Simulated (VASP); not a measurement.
Crystal: Zr.

```xyz
1
Lattice="-1.7979 1.7979 1.7979 1.7979 -1.7979 1.7979 1.7979 1.7979 -1.7979" Properties=species:S:1:pos:R:3 pbc="T T T"
Zr    0.0000    0.0000    0.0000
```

Base run:

* Program: VASP 6.6.1
* Functional: r2SCAN
* Potentials or basis: VASP PAW PBE potentials, release 64 (Zr_sv)
* Cutoff: 550 eV
* k mesh: 10 × 10 × 10
* Occupations: fermi-dirac, width 0.05 eV
* Spin: no spin polarisation

Its results: band gap on the k mesh zero (band 6 reaches 10.07 eV, above the bottom of band 7 at 8.00 eV); pressure -1.1 GPa.

The run is repeated on the same cell with these changes: functional from r2SCAN to PBE; cutoff from 550 eV to 520 eV. What comes out?

Band gap on the k mesh zero (band 6 reaches 9.86 eV, above the bottom of band 7 at 8.07 eV); pressure -1.8 GPa.

Caveats: the PAW data sets were made with another functional, which shifts forces and pressure a little (some runs).
